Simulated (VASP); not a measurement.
# ZnS in VASP: notebook

The runs below take ZnS through relaxation of the atoms, single point, with PBEsol.

Program: VASP 6.6.1. These are calculated values, not measurements. Logs are shortened: lines on timing, memory, paths and dates and some standing lists are left out, and cuts for length are marked.

**What was measured.**

From “Electronic, vibrational, and thermodynamic properties of ZnS (zincblende and rocksalt structure)”, 2009, arxiv:0911.5022, for a bulk crystal of ZnS at 19 K: band gap 3.85 eV (direct).

How close the calculation comes is told below.

## Step 1: The cell of the first run

Symmetry: R3m, No. 160, trigonal system. The conventional cell has a = 3.796 Å, b = 3.796 Å, c = 9.230 Å, α = 90.00°, β = 90.00°, γ = 120.00°. Within 3.0 Å of Zn (site symmetry 3m) lie 4 S at 2.31 to 2.32 Å. Within 3.0 Å of S (site symmetry 3m) lie 4 Zn at 2.31 to 2.32 Å.

## Step 2: Relaxation of the atoms, PBEsol (equal xy, yz and zx engineering shears of -0.5 %)

INCAR reads:

```
ALGO = Normal
EDIFF = 1E-6
EDIFFG = -0.002
ENCUT = 520
GGA = PS
IBRION = 2
ISIF = 2
ISMEAR = 0
LASPH = T
LCHARG = F
LREAL = F
LWAVE = F
NELM = 100
NSW = 50
PREC = Accurate
SIGMA = 0.01
```

KPOINTS reads:

```
k-points
0
Gamma
  8 8 8
```

POSCAR reads:

```
ZnS
1.0
   -0.0133888482      2.6710752205      2.6710752205
    2.6710752205     -0.0133888482      2.6710752205
    2.6710752205      2.6710752205     -0.0133888482
Zn S
1 1
Direct
    0.7500000000      0.7500000000      0.7500000000
    0.0000000000      0.0000000000      0.0000000000
```

Potentials or basis: VASP PAW PBE potentials, release 64 (Zn, S).

Run with:

```sh
$ cat potpaw_PBE.64/Zn/POTCAR potpaw_PBE.64/S/POTCAR > POTCAR
$ mpirun -np 1 vasp_std > vasp.out
```

OUTCAR:

```text
EDIFF = 1E-6
   EDIFFG = -0.002
   ENCUT = 520
   GGA = PS
   IBRION = 2
   ISIF = 2
   ISMEAR = 0
   LASPH = T
   LREAL = F
   NELM = 100
   NSW = 50
   PREC = Accurate

 ion  position               nearest neighbor table
   1  0.750  0.750  0.750-   2 2.31   2 2.32   2 2.32   2 2.32
   2  0.000  0.000  0.000-   1 2.31   1 2.32   1 2.32   1 2.32

  LATTYP: Found a trigonal (rhomboedric) cell.
 ALAT       =     3.7774945306
 COS(alpha) =     0.4949812504

  Lattice vectors:

 A1 = (  -0.0133888482,   2.6710752205,   2.6710752205)
 A2 = (   2.6710752205,  -0.0133888482,   2.6710752205)
 A3 = (   2.6710752205,   2.6710752205,  -0.0133888482)

Analysis of symmetry for initial positions (statically):
=====================================================================
 Subroutine PRICEL returns:
 Original cell was already a primitive cell.

 Routine SETGRP: Setting up the symmetry group for a
 trigonal (rhombohedral) supercell.

 Subroutine GETGRP returns: Found  6 space group operations
 (whereof  6 operations were pure point group operations)
 out of a pool of 12 trial point group operations.

The static configuration has the point symmetry C_3v.

Analysis of symmetry for dynamics (positions and initial velocities):
=====================================================================
 Subroutine PRICEL returns:
 Original cell was already a primitive cell.

 Routine SETGRP: Setting up the symmetry group for a
 trigonal (rhombohedral) supercell.

 Subroutine GETGRP returns: Found  6 space group operations
 (whereof  6 operations were pure point group operations)
 out of a pool of 12 trial point group operations.

The dynamic configuration has the point symmetry C_3v.

 Subroutine INISYM returns: Found  6 space group operations
 (whereof  6 operations are pure point group operations),
 and found     1 'primitive' translations

----------------------------------------------------------------------------------------

                                     Primitive cell

  volume of cell :      38.4009

  direct lattice vectors                    reciprocal lattice vectors
    -0.013388848  2.671075221  2.671075221    -0.185788934  0.186724899  0.186724899
     2.671075221 -0.013388848  2.671075221     0.186724899 -0.185788934  0.186724899
     2.671075221  2.671075221 -0.013388848     0.186724899  0.186724899 -0.185788934

  length of vectors
     3.777494531  3.777494531  3.777494531     0.322877537  0.322877537  0.322877537

  position of ions in fractional coordinates (direct lattice)
     0.750000000  0.750000000  0.750000000
     0.000000000  0.000000000  0.000000000

  ion indices of the primitive-cell ions
   primitive index   ion index
                 1           1
                 2           2

----------------------------------------------------------------------------------------

 KPOINTS: k-points

Automatic generation of k-mesh.
 Grid dimensions read from file:
 generate k-points for:    8    8    8

 Generating k-lattice:

  Cartesian coordinates                     Fractional coordinates (reciprocal lattice)
    -0.023223617  0.023340612  0.023340612     0.125000000 -0.000000000 -0.000000000
     0.023340612 -0.023223617  0.023340612    -0.000000000  0.125000000 -0.000000000
     0.023340612  0.023340612 -0.023223617    -0.000000000 -0.000000000  0.125000000

  Length of vectors
     0.040359692  0.040359692  0.040359692

  Shift w.r.t. Gamma in fractional coordinates (k-lattice)
     0.000000000  0.000000000  0.000000000

 Subroutine IBZKPT returns following result:
 ===========================================

 Found     65 irreducible k-points:

 Following reciprocal coordinates:
            Coordinates               Weight
  0.000000  0.000000  0.000000      1.000000
  0.125000  0.000000 -0.000000      6.000000
  0.250000  0.000000 -0.000000      6.000000
  0.375000 -0.000000 -0.000000      6.000000
  0.500000  0.000000 -0.000000      3.000000
  0.125000  0.125000 -0.000000      6.000000
[... 16 lines left out ...]
  0.250000  0.125000  0.125000      6.000000
  0.375000  0.125000  0.125000      6.000000
 [... further k-points ...]
   k-points           NKPTS =     65   k-points in BZ     NKDIM =     65   number of bands    NBANDS=     13
   number of dos      NEDOS =    301   number of ions     NIONS =      2
   total plane-waves  NPLWV =  21952
   dimension x,y,z NGX =    28 NGY =   28 NGZ =   28
   dimension x,y,z NGXF=    56 NGYF=   56 NGZF=   56
   ions per type =               1   1
   NGX,Y,Z   is equivalent  to a cutoff of  12.32, 12.32, 12.32 a.u.
   NGXF,Y,Z  is equivalent  to a cutoff of  24.65, 24.65, 24.65 a.u.
 SYSTEM =  unknown system
   PREC   = accura    normal or accurate (medium, high low for compatibility)
   ISTART =      0    job   : 0-new  1-cont  2-samecut
   ICHARG =      2    charge: 1-file 2-atom 10-const
   ISPIN  =      1    spin polarized calculation?
   LNONCOLLINEAR =      F non collinear calculations
   LSORBIT =      F    spin-orbit coupling
   LASPH  =      T    aspherical Exc in radial PAW
   ENCUT  =  520.0 eV  38.22 Ry    6.18 a.u.   7.02  7.02  7.02*2*pi/ulx,y,z
   NELM   =    100;   NELMIN=  2; NELMDL= -5     # of ELM steps
   EDIFF  = 0.1E-05   stopping-criterion for ELM
   LREAL  =      F    real-space projection
   EDIFFG = -.2E-02   stopping-criterion for IOM
   NSW    =     50    number of steps for IOM
   IBRION =      2    ionic relax: 0-MD 1-quasi-New 2-CG
   NFREE  =      1    steps in history (QN), initial steepest desc. (CG)
   ISIF   =      2    stress and relaxation
   ISYM   =      2    0-nonsym 1-usesym 2-fastsym
   POTIM  = 0.5000    time-step for ionic-motion
   TEBEG  =    0.0;   TEEND  =   0.0 temperature during run
   PSTRESS=    0.0 pullay stress
   NELECT =      18.0000    total number of electrons
   NUPDOWN=      -1.0000    fix difference up-down
   EMIN   =  10.00;   EMAX   =-10.00  energy-range for DOS
   EFERMI =   0.00;   METHOD = LEGACY
   ISMEAR =     0;   SIGMA  =   0.01  broadening in eV -4-tet -1-fermi 0-gaus
   EFERMI_NEDOS =   21; number of points for ismear=-14 and -15
   IALGO  =     38    algorithm
   IMIX   =      4    mixing-type and parameters
     AMIX     =   0.40;   BMIX     =  1.00
     AMIX_MAG =   1.60;   BMIX_MAG =  1.00
  volume/ion in A,a.u.               =      19.20       129.57
  Fermi-wavevector in a.u.,A,eV,Ry     =   1.271701  2.403167 22.003677  1.617225
  Thomas-Fermi vector in A             =   2.404620
   LORBIT       =      0    0 simple, 1 ext, 2 COOP (PROOUT), +10 PAW based schemes
   GGA     = PS    functional components
   LHFCALC =     F    Hartree Fock is set to
   AEXX    =    0.0000 exact exchange contribution
   IVDW    =     0    specifies the selected vdW correction
   LEPSILON=     F    determine dielectric tensor
   LRPA    =     F    only Hartree local field effects (RPA)
 conjugate gradient relaxation of ions
 non-spin polarized calculation
 Gauss-broadening in eV      SIGMA  =   0.01
  energy-cutoff  :      520.00
  volume of cell :       38.40
 maximum number of plane-waves:      1044
   NGX = 13   NGY = 13   NGZ = 13

--------------------------------------- Ionic step        1  -------------------------------------------

 number of electron      18.0000015 magnetization

 Free energy of the ion-electron system (eV)
  ---------------------------------------------------
  ext. energy  EPLUGINS =         0.00000000
  ---------------------------------------------------
  free energy    TOTEN  =        -7.58790300 eV

  energy without entropy =       -7.58790300  energy(sigma->0) =       -7.58790300

------------------------ aborting loop because EDIFF is reached ----------------------------------------

  FORCE on cell =-STRESS in cart. coord.  units (eV):
  Direction    XX          YY          ZZ          XY          YZ          ZX
  --------------------------------------------------------------------------------------
  -------------------------------------------------------------------------------------
  Total        0.0706046      0.0706046      0.0706046      0.0900184      0.0900184      0.0900184
  in kB        2.9457929      2.9457929      2.9457929      3.7557809      3.7557809      3.7557809
  external PRESSURE =       2.9457929 kB  Pullay stress =       0.0000000 kB
[... 57 lines left out ...]
  energy  without entropy=       -7.5881059597  energy(sigma->0) =       -7.58810596

--------------------------------------- Ionic step        3  -------------------------------------------

 number of electron      18.0000014 magnetization

 Free energy of the ion-electron system (eV)
  ---------------------------------------------------
  ext. energy  EPLUGINS =         0.00000000
  ---------------------------------------------------
  free energy    TOTEN  =        -7.58814123 eV

  energy without entropy =       -7.58814123  energy(sigma->0) =       -7.58814123

 E-fermi :   2.3840     XC(G=0):  -9.9772

 val. band max:        2.2968477136   @ k =   0.0000   0.0000   0.0000
 cond. band min:       4.3639515149   @ k =   0.0000   0.0000   0.0000
 fundamental gap:      2.0671038013
 Fermi energy:         2.3839895030

 k-point     1 :       0.0000    0.0000    0.0000
  band No.  band energies     occupation
      1     -11.0787      2.00000
      2      -4.2171      2.00000
      3      -4.2171      2.00000
      4      -4.2110      2.00000
      5      -3.6834      2.00000
      6      -3.6834      2.00000
      7       2.2563      2.00000
      8       2.2563      2.00000
      9       2.2968      2.00000
     10       4.3640      0.00000
     11       8.5241      0.00000
     12       8.5241      0.00000
     13       8.6275      0.00000
[... 353 lines left out ...]
 k-point    24 :       0.3750    0.1250    0.1250
  band No.  band energies     occupation
      1     -10.4137      2.00000
      2      -4.1388      2.00000
      3      -4.1126      2.00000
      4      -4.0967      2.00000
      5      -3.7022      2.00000
      6      -3.6491      2.00000
      7      -1.2353      2.00000
      8       0.7876      2.00000
      9       1.7043      2.00000
     10       6.4268      0.00000
     11       8.8697      0.00000
     12       9.3915      0.00000
     13       9.4079      0.00000

 [... further k-points ...]
[... 5 lines left out ...]
  --------------------------------------------------------------------------------------
  -------------------------------------------------------------------------------------
  Total        0.0582159      0.0582159      0.0582159      0.0596043      0.0596043      0.0596043
  in kB        2.4289072      2.4289072      2.4289072      2.4868337      2.4868337      2.4868337
  external PRESSURE =       2.4289072 kB  Pullay stress =       0.0000000 kB
[... 17 lines left out ...]
  FREE ENERGIE OF THE ION-ELECTRON SYSTEM (eV)
  ---------------------------------------------------
  free  energy   TOTEN  =        -7.5881412306 eV

  energy  without entropy=       -7.5881412306  energy(sigma->0) =       -7.58814123

 reached required accuracy - stopping structural energy minimisation
```

Run time: 36 s. Hardware: 1 thread of Intel Xeon 6975P-C, shared host; peak memory 0.17 GiB.

What came out:

| Item | Value |
| --- | --- |
| Free energy | -7.5881 eV |
| Energy gained by relaxing | 0.1 meV/atom |
| Ionic steps | 3 |
| Pressure after relaxing | 0.2 GPa |
| Band gap on the k mesh | 2.07 eV, direct |

Stress tensor (GPa, compression positive):
```
0.24 0.25 0.25
0.25 0.24 0.25
0.25 0.25 0.24
```

Step by step:
```tsv
step	energy change (eV)	largest force (eV/Å)	pressure (GPa)
1	0.0000	0.0552	0.29
2	-0.0002	0.0207	0.25
3	-0.0002	0.0008	0.24
```

Final structure:
```
Zn S
1.0
    -0.01339    2.67108    2.67108
     2.67108   -0.01339    2.67108
     2.67108    2.67108   -0.01339
Zn S
1 1
Direct
  0.74954 0.74954 0.74954
  0.00046 0.00046 0.00046
```

Levels at points of the mesh, in eV from the valence-band top:
```tsv
k point	band 6	band 7	band 8	band 9	band 10	band 11	band 12	band 13
(0.00, 0.00, 0.00)	-5.98	-0.04	-0.04	0.00	2.07	6.23	6.23	6.33
(0.50, 0.00, 0.00)	-5.78	-5.57	-0.95	-0.92	3.24	6.79	6.82	8.77
(0.50, 0.50, 0.00)	-5.76	-4.74	-2.40	-2.35	3.15	3.94	10.99	12.04
(0.50, 0.50, 0.50)	-5.76	-5.55	-0.97	-0.97	3.16	6.74	6.74	8.78
```

Caveat: the cell differs from its parent crystal (equal xy, yz and zx engineering shears of -0.5 %); the PAW data sets were made with another functional, which shifts forces and pressure a little.

## Step 3: Relaxation of the atoms, PBEsol (equal xy, yz and zx engineering shears of +0.5 %)

INCAR reads:

```
SYSTEM = ZnS
ALGO = Normal
EDIFF = 1E-6
EDIFFG = -0.002
ENCUT = 520
GGA = PS
IBRION = 2
ISIF = 2
ISMEAR = 0
LASPH = .True.
LCHARG = .False.
LREAL = .False.
LWAVE = .False.
NELM = 100
NSW = 50
PREC = Accurate
SIGMA = 0.01
```

KPOINTS reads:

```
k-points
0
Gamma
  8 8 8
  0 0 0
```

POSCAR reads:

```
ZnS
1.0
    0.0133888482      2.6844640688      2.6844640688
    2.6844640688      0.0133888482      2.6844640688
    2.6844640688      2.6844640688      0.0133888482
Zn S
1 1
Direct
    0.7500000000      0.7500000000      0.7500000000
    0.0000000000      0.0000000000      0.0000000000
```

Potentials or basis: VASP PAW PBE potentials, release 64 (Zn, S).

Run with:

```sh
$ cat potpaw_PBE.64/Zn/POTCAR potpaw_PBE.64/S/POTCAR > POTCAR
$ mpirun -np 1 vasp_std > vasp.out
```

Wall time 37 s (1 thread of Intel Xeon 6975P-C, shared host); peak memory 0.17 GiB.

The run converged. Its results:

```yaml
Free_energy: -7.5881 eV
Energy_gained_by_relaxing: 0.1 meV/atom
Ionic_steps: 3
Pressure_after_relaxing: 0.2 GPa
Band_gap_on_the_k_mesh: 2.08 eV, direct
```

Stress tensor (GPa, compression positive):
```
 0.24 -0.25 -0.25
-0.25  0.24 -0.25
-0.25 -0.25  0.24
```

The path:
| step | energy change (eV) | largest force (eV/Å) | pressure (GPa) |
| --- | --- | --- | --- |
| 1 | 0.0000 | 0.0519 | 0.29 |
| 2 | -0.0002 | 0.0217 | 0.24 |
| 3 | -0.0002 | 0.0001 | 0.24 |

Final structure:
```yaml
crystal:
  lattice:
    - [0.01339, 2.68446, 2.68446]
    - [2.68446, 0.01339, 2.68446]
    - [2.68446, 2.68446, 0.01339]
  atoms:
    - { symbol: Zn, position: [0.75046, 0.75046, 0.75046] }
    - { symbol: S, position: [0.99954, 0.99954, 0.99954] }
```

Levels at points of the mesh, in eV from the valence-band top:
| k point | band 6 | band 7 | band 8 | band 9 | band 10 | band 11 | band 12 | band 13 |
| --- | --- | --- | --- | --- | --- | --- | --- | --- |
| (0.00, 0.00, 0.00) | -5.97 | -0.04 | 0.00 | 0.00 | 2.08 | 6.21 | 6.31 | 6.31 |
| (0.50, 0.00, 0.00) | -5.76 | -5.55 | -0.96 | -0.92 | 3.21 | 6.78 | 6.80 | 8.79 |
| (0.50, 0.50, 0.00) | -5.74 | -4.73 | -2.39 | -2.34 | 3.16 | 3.95 | 11.01 | 12.05 |
| (0.50, 0.50, 0.50) | -5.77 | -5.57 | -0.90 | -0.90 | 3.29 | 6.85 | 6.85 | 8.77 |

Caveat: the cell differs from its parent crystal (equal xy, yz and zx engineering shears of +0.5 %); the PAW data sets were made with another functional, which shifts forces and pressure a little.

[end of part 1 of 2]
